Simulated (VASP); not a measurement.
A run of VASP 6.6.1 is set up as follows.

Contents of INCAR:

```
SYSTEM = CdSe
ALGO = Normal
EDIFF = 1E-6
ENCUT = 520
GGA = PE
ISIF = 2
ISMEAR = 0
LASPH = .TRUE.
LCHARG = .TRUE.
LELF = .TRUE.
LREAL = .FALSE.
LVHAR = .TRUE.
LWAVE = .FALSE.
NBANDS = 16
NELM = 80
PREC = Accurate
SIGMA = 0.027000000000000003
```

File KPOINTS:

```
k-points
0
G
  8 8 8
  0 0 0
```

POSCAR

```
CdSe
1.0
    0.0000000000      2.8739580000      2.8739580000
    2.8739580000      0.0000000000      2.8739580000
    2.8739580000      2.8739580000      0.0000000000
Cd Se
1 1
Direct
    0.0000000000      0.0000000000      0.0000000000
    0.5000000000      0.5000000000      0.5000000000
```

Potentials or basis: VASP PAW PBE potentials, release 64 (Cd, Se).

The run is started by

```sh
$ cat potpaw_PBE.64/Cd/POTCAR potpaw_PBE.64/Se/POTCAR > POTCAR
$ mpirun -np 1 vasp_std > vasp.out
```

Q: What does it give for the band gap on the k mesh?

A: Zero (band 9 reaches 2.25 eV, above the bottom of band 10 at 1.81 eV).

Q: What does it give for the pressure?

A: 0.0 GPa.
